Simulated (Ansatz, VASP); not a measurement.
**BN: VASP beside Ansatz**

```
CELL_PARAMETERS angstrom
2.55394 0.00000 0.00000
-1.27697 2.21178 0.00000
0.00000 0.00000 4.22685
ATOMIC_POSITIONS crystal
B 0.66667 0.33333 0.97607
B 0.33333 0.66667 0.49972
N 0.66667 0.33333 0.62528
N 0.33333 0.66667 0.12528
```

Alike in both runs: task single point; functional PBE; k mesh 12 × 12 × 6; occupations gaussian, width 0.05 eV; no spin polarisation.

|  | VASP | Ansatz |
| --- | --- | --- |
| version | VASP 6.6.1 | Ansatz 0.2.0 |
| potentials or method | VASP PAW PBE potentials, release 64 (B, N), cutoff 520 eV | scalar-relativistic, plane waves, PAW |
| valence electrons in the cell | 16 | 16 |

```tsv
	VASP	Ansatz	Ansatz less VASP
gap on the k mesh at the Fermi level (eV)	4.24	4.26	+0.016
least direct gap on the mesh (eV)	7.67	7.67	+0.006
pressure (GPa)	1.5	1.3	-0.22
traceless stress, the component that is largest in VASP (GPa)	1.65	1.54	-0.106
rms of the force components (eV/Å)	1.349	1.344	-0.0045
```

Atom by atom the forces differ by 0.005 eV/Å (rms over components).
